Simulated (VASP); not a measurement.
# I (Cmce) in VASP: single point with LDA

Aim: the single point of I with LDA.

Everything below comes from runs of VASP 6.6.1. Logs are shortened: lines on timing, memory, paths and dates and some standing lists are left out, and cuts for length are marked.

## (1) The cell of the first run

It takes space group Cmce (No. 64, orthorhombic). Conventional cell: a = 7.157 Å, b = 4.319 Å, c = 9.539 Å, α = 90.00°, β = 90.00°, γ = 90.00°. I (site symmetry m) has 4 I at 2.81 to 3.64 Å within 3.7 Å.

## (2) Single point, LDA

Input file INCAR:

```
PREC = Accurate
ENCUT = 520
EDIFF = 1E-7
ISMEAR = -1
SIGMA = 0.05
LREAL = False
LASPH = True
NELM = 80
ALGO = Normal
ISIF = 2
LWAVE = False
LCHARG = False
NBANDS = 22
```

Input file KPOINTS:

```
regular mesh
0
Gamma
  9 9 4
```

Input file POSCAR:

```
I
1.0
    3.5785495532     -2.1593608434      0.0000000000
    3.5785495532      2.1593608434      0.0000000000
    0.0000000000      0.0000000000      9.5391445868
I
4
Direct
    0.8214506966      0.1785493034      0.1230597348
    0.6785493034      0.3214506966      0.6230597348
    0.1785493034      0.8214506966      0.8769402652
    0.3214506966      0.6785493034      0.3769402652
```

Potentials or basis: VASP PAW LDA potentials, release 64 (I).

Launch:

```
cat potpaw_LDA.64/I/POTCAR > POTCAR
mpirun -np 1 vasp_std > vasp.out
```

OUTCAR:

```text
PREC = Accurate
   ENCUT = 520
   EDIFF = 1E-7
   ISMEAR = -1
   LREAL = False
   LASPH = True
   NELM = 80
   ISIF = 2

 ion  position               nearest neighbor table
   1  0.821  0.179  0.123-   3 2.81   4 3.24   4 3.24
   2  0.679  0.321  0.623-   4 2.81   3 3.24   3 3.24
   3  0.179  0.821  0.877-   1 2.81   2 3.24   2 3.24
   4  0.321  0.679  0.377-   2 2.81   1 3.24   1 3.24

  LATTYP: Found a base centered orthorhombic cell.
 ALAT       =     4.3187216868
 B/A-ratio  =     1.6572262872
 C/A-ratio  =     2.2087889145

  Lattice vectors:

 A1 = (  -3.5785495532,  -2.1593608434,   0.0000000000)
 A2 = (   3.5785495532,  -2.1593608434,   0.0000000000)
 A3 = (   0.0000000000,   0.0000000000,   9.5391445868)

Analysis of symmetry for initial positions (statically):
=====================================================================
 Subroutine PRICEL returns:
 Original cell was already a primitive cell.

 Routine SETGRP: Setting up the symmetry group for a
 base centered orthorhombic supercell.

 Subroutine GETGRP returns: Found  8 space group operations
 (whereof  4 operations were pure point group operations)
 out of a pool of  8 trial point group operations.

The static configuration has the point symmetry C_2h.
 The point group associated with its full space group is D_2h.

Analysis of symmetry for dynamics (positions and initial velocities):
=====================================================================
 Subroutine PRICEL returns:
 Original cell was already a primitive cell.

 Routine SETGRP: Setting up the symmetry group for a
 base centered orthorhombic supercell.

 Subroutine GETGRP returns: Found  8 space group operations
 (whereof  4 operations were pure point group operations)
 out of a pool of  8 trial point group operations.

The dynamic configuration has the point symmetry C_2h.
 The point group associated with its full space group is D_2h.

 Subroutine INISYM returns: Found  8 space group operations
 (whereof  4 operations are pure point group operations),
 and found     1 'primitive' translations

----------------------------------------------------------------------------------------

                                     Primitive cell

  volume of cell :     147.4252

  direct lattice vectors                    reciprocal lattice vectors
     3.578549553 -2.159360843  0.000000000     0.139721413 -0.231549998  0.000000000
     3.578549553  2.159360843  0.000000000     0.139721413  0.231549998  0.000000000
     0.000000000  0.000000000  9.539144587     0.000000000  0.000000000  0.104831203

  length of vectors
     4.179576074  4.179576074  9.539144587     0.270439411  0.270439411  0.104831203

  position of ions in fractional coordinates (direct lattice)
     0.821450697  0.178549303  0.123059735
     0.678549303  0.321450697  0.623059735
     0.178549303  0.821450697  0.876940265
     0.321450697  0.678549303  0.376940265

  ion indices of the primitive-cell ions
   primitive index   ion index
                 1           1
                 2           2
                 3           3
                 4           4

----------------------------------------------------------------------------------------

 KPOINTS: regular mesh

Automatic generation of k-mesh.
 Grid dimensions read from file:
 generate k-points for:    9    9    4

 Generating k-lattice:

  Cartesian coordinates                     Fractional coordinates (reciprocal lattice)
     0.015524601 -0.025727778  0.000000000     0.111111111  0.000000000  0.000000000
     0.015524601  0.025727778  0.000000000     0.000000000  0.111111111  0.000000000
     0.000000000  0.000000000  0.026207801     0.000000000  0.000000000  0.250000000

  Length of vectors
     0.030048823  0.030048823  0.026207801

  Shift w.r.t. Gamma in fractional coordinates (k-lattice)
     0.000000000  0.000000000  0.000000000

 Subroutine IBZKPT returns following result:
 ===========================================

 Found     75 irreducible k-points:

 Following reciprocal coordinates:
            Coordinates               Weight
  0.000000  0.000000  0.000000      1.000000
  0.111111  0.000000  0.000000      4.000000
  0.222222  0.000000  0.000000      4.000000
  0.333333  0.000000  0.000000      4.000000
  0.444444  0.000000  0.000000      4.000000
  0.111111  0.111111  0.000000      2.000000
[... 16 lines left out ...]
 -0.333333  0.333333  0.000000      2.000000
  0.444444  0.444444  0.000000      2.000000
 [... further k-points ...]
   k-points           NKPTS =     75   k-points in BZ     NKDIM =     75   number of bands    NBANDS=     22
   number of dos      NEDOS =    301   number of ions     NIONS =      4
   total plane-waves  NPLWV =  73728
   dimension x,y,z NGX =    32 NGY =   32 NGZ =   72
   dimension x,y,z NGXF=    64 NGYF=   64 NGZF=  144
   ions per type =               4
   NGX,Y,Z   is equivalent  to a cutoff of  12.73, 12.73, 12.55 a.u.
   NGXF,Y,Z  is equivalent  to a cutoff of  25.46, 25.46, 25.10 a.u.
 SYSTEM =  unknown system
   PREC   = accura    normal or accurate (medium, high low for compatibility)
   ISTART =      0    job   : 0-new  1-cont  2-samecut
   ICHARG =      2    charge: 1-file 2-atom 10-const
   ISPIN  =      1    spin polarized calculation?
   LNONCOLLINEAR =      F non collinear calculations
   LSORBIT =      F    spin-orbit coupling
   LASPH  =      T    aspherical Exc in radial PAW
   ENCUT  =  520.0 eV  38.22 Ry    6.18 a.u.   7.77  7.77 17.74*2*pi/ulx,y,z
   NELM   =     80;   NELMIN=  2; NELMDL= -5     # of ELM steps
   EDIFF  = 0.1E-06   stopping-criterion for ELM
   LREAL  =      F    real-space projection
   EDIFFG = 0.1E-05   stopping-criterion for IOM
   NSW    =      0    number of steps for IOM
   IBRION =     -1    ionic relax: 0-MD 1-quasi-New 2-CG
   NFREE  =      0    steps in history (QN), initial steepest desc. (CG)
   ISIF   =      2    stress and relaxation
   ISYM   =      2    0-nonsym 1-usesym 2-fastsym
   POTIM  = 0.5000    time-step for ionic-motion
   TEBEG  =    0.0;   TEEND  =   0.0 temperature during run
   PSTRESS=    0.0 pullay stress
   NELECT =      28.0000    total number of electrons
   NUPDOWN=      -1.0000    fix difference up-down
   EMIN   =  10.00;   EMAX   =-10.00  energy-range for DOS
   EFERMI =   0.00;   METHOD = LEGACY
   ISMEAR =    -1;   SIGMA  =   0.05  broadening in eV -4-tet -1-fermi 0-gaus
   EFERMI_NEDOS =   21; number of points for ismear=-14 and -15
   IALGO  =     38    algorithm
   IMIX   =      4    mixing-type and parameters
     AMIX     =   0.40;   BMIX     =  1.00
     AMIX_MAG =   1.60;   BMIX_MAG =  1.00
  volume/ion in A,a.u.               =      36.86       248.72
  Fermi-wavevector in a.u.,A,eV,Ry     =   0.941030  1.778289 12.048477  0.885538
  Thomas-Fermi vector in A             =   2.068501
   LORBIT       =      0    0 simple, 1 ext, 2 COOP (PROOUT), +10 PAW based schemes
   GGA     = CA    functional components
   LHFCALC =     F    Hartree Fock is set to
   AEXX    =    0.0000 exact exchange contribution
   IVDW    =     0    specifies the selected vdW correction
   LEPSILON=     F    determine dielectric tensor
   LRPA    =     F    only Hartree local field effects (RPA)
 non-spin polarized calculation
  energy-cutoff  :      520.00
  volume of cell :      147.43
 maximum number of plane-waves:      3994
   NGX = 15   NGY = 15   NGZ = 35

 number of electron      27.9999997 magnetization

 Free energy of the ion-electron system (eV)
  ---------------------------------------------------
  ext. energy  EPLUGINS =         0.00000000
  ---------------------------------------------------
  free energy    TOTEN  =        -8.10327039 eV

  energy without entropy =       -8.10322474  energy(sigma->0) =       -8.10324756

 E-fermi :   4.3664     XC(G=0):  -9.0249

 val. band max:        4.0116185110   @ k =   0.0000   0.0000   0.0000
 cond. band min:       4.7081936604   @ k =  -0.4444   0.4444   0.0000
 fundamental gap:      0.6965751494
 Fermi energy:         4.3664061015

 k-point     1 :       0.0000    0.0000    0.0000
  band No.  band energies     occupation
      1     -10.0870      2.00000
      2      -9.1310      2.00000
      3      -8.5252      2.00000
      4      -6.8106      2.00000
      5      -1.0339      2.00000
      6       0.8649      2.00000
[... 14 lines left out ...]
     21      10.7916      0.00000
     22      11.7237      0.00000

 k-point     2 :       0.1111    0.0000    0.0000
  band No.  band energies     occupation
      1     -10.0159      2.00000
      2      -9.0965      2.00000
      3      -8.4721      2.00000
      4      -6.8693      2.00000
      5      -0.9931      2.00000
      6       0.6959      2.00000
[... 14 lines left out ...]
     21      10.9591      0.00000
     22      11.0903      0.00000

 k-point     3 :       0.2222    0.0000    0.0000
  band No.  band energies     occupation
      1      -9.8141      2.00000
      2      -9.0140      2.00000
      3      -8.3247      2.00000
      4      -7.0437      2.00000
      5      -0.9567      2.00000
      6       0.0255      2.00000
[... 14 lines left out ...]
     21      11.1195      0.00000
     22      11.5348      0.00000
[... 476 lines left out ...]
 k-point    23 :      -0.3333    0.3333    0.0000
  band No.  band energies     occupation
      1      -9.2688      2.00000
      2      -8.8544      2.00000
      3      -7.9124      2.00000
      4      -7.3622      2.00000
      5      -1.0332      2.00000
      6      -0.8394      2.00000
[... 14 lines left out ...]
     21      12.2370      0.00000
     22      12.6986      0.00000

 k-point    24 :       0.4444    0.4444    0.0000
  band No.  band energies     occupation
      1      -9.6547      2.00000
      2      -8.7984      2.00000
      3      -8.1505      2.00000
      4      -6.6987      2.00000
      5      -0.6346      2.00000
      6      -0.3115      2.00000
[... 14 lines left out ...]
     21      11.8731      0.00000
     22      12.6130      0.00000

 [... further k-points ...]

------------------------ aborting loop because EDIFF is reached ----------------------------------------

  FORCE on cell =-STRESS in cart. coord.  units (eV):
  Direction    XX          YY          ZZ          XY          YZ          ZX
  --------------------------------------------------------------------------------------
  -------------------------------------------------------------------------------------
  Total       -0.0197484     -0.0180455      0.0107235      0.0000000     -0.0000000      0.0000000
  in kB       -0.2146205     -0.1961136      0.1165400      0.0000000     -0.0000000      0.0000000
  external PRESSURE =      -0.0980647 kB  Pullay stress =       0.0000000 kB

 VOLUME and BASIS-vectors are now :
 -----------------------------------------------------------------------------
  energy-cutoff  :      520.00
  volume of cell :      147.43
      direct lattice vectors                 reciprocal lattice vectors
     3.578549553 -2.159360843  0.000000000     0.139721413 -0.231549998  0.000000000
     3.578549553  2.159360843  0.000000000     0.139721413  0.231549998  0.000000000
     0.000000000  0.000000000  9.539144587     0.000000000  0.000000000  0.104831203

 POSITION                                       TOTAL-FORCE (eV/Angst)
 -----------------------------------------------------------------------------------
      3.57855     -1.38826      1.17388         0.000000     -0.001690     -0.004173
      3.57855     -0.77110      5.94346         0.000000      0.001690     -0.004173
      3.57855      1.38826      8.36526         0.000000      0.001690      0.004173
      3.57855      0.77110      3.59569         0.000000     -0.001690      0.004173
 -----------------------------------------------------------------------------------
    total drift:                                0.000000     -0.000000      0.000000

  FREE ENERGIE OF THE ION-ELECTRON SYSTEM (eV)
  ---------------------------------------------------
  free  energy   TOTEN  =        -8.1032703862 eV

  energy  without entropy=       -8.1032247390  energy(sigma->0) =       -8.10324756
```

Run time: 80 s. Hardware: 1 thread of Intel Xeon 6975P-C (Granite Rapids), shared host; peak memory 0.32 GiB.

Results:

```
Free energy            : -8.1033 eV
Pressure               : 0.0 GPa
Largest force          : 0.005 eV/Å
Band gap on the k mesh : 0.70 eV (least direct gap 1.06 eV)
```

Forces on the atoms (eV/Å):
```
I    0.000 -0.002 -0.004
I    0.000  0.002 -0.004
I    0.000  0.002  0.004
I    0.000 -0.002  0.004
```

Caveat: spin-orbit coupling is left out, which moves the levels of the heavy elements. A k mesh can miss the band edges.
